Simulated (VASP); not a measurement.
A run of VASP 6.6.1:

INCAR

```
SYSTEM = TiO2
ALGO = Normal
EDIFF = 1E-6
ENCUT = 600
GGA = PS
GGA_COMPAT = .False.
ISIF = 2
ISMEAR = 0
LASPH = .True.
LCHARG = .True.
LELF = .True.
LREAL = .False.
LVHAR = .True.
LWAVE = .False.
NBANDS = 33
NELM = 120
PREC = Accurate
SIGMA = 0.05
```

KPOINTS

```
k-points
0
Gamma
  6 6 8
  0 0 0
```

The input POSCAR:

```
TiO2
1.0
    4.6663531940      0.0000000000      0.0000000000
    0.0000000000      4.6663531940      0.0000000000
    0.0000000000      0.0000000000      2.9589370577
Ti O
2 4
Direct
    0.0000000000      0.0000000000      0.0000000000
    0.5000000000      0.5000000000      0.5000000000
    0.3062167286      0.3062167286      0.0000000000
    0.8062167286      0.1937832714      0.5000000000
    0.1937832714      0.8062167286      0.5000000000
    0.6937832714      0.6937832714      0.0000000000
```

Potentials or basis: VASP PAW PBE potentials, release 64 (Ti_sv, O).

Run with:

```sh
$ cat potpaw_PBE.64/Ti_sv/POTCAR potpaw_PBE.64/O/POTCAR > POTCAR
$ mpirun -np 1 vasp_std > vasp.out
```

Hardware: 1 thread of Intel Xeon 6975P-C, with other jobs on the host.

Problem. How long does it take, and how much memory?

Solution. Wall time 100 s on 1 thread of Intel Xeon 6975P-C, on a shared host, peak memory 0.25 GiB. Counts: scf iterations 16, k points 50.
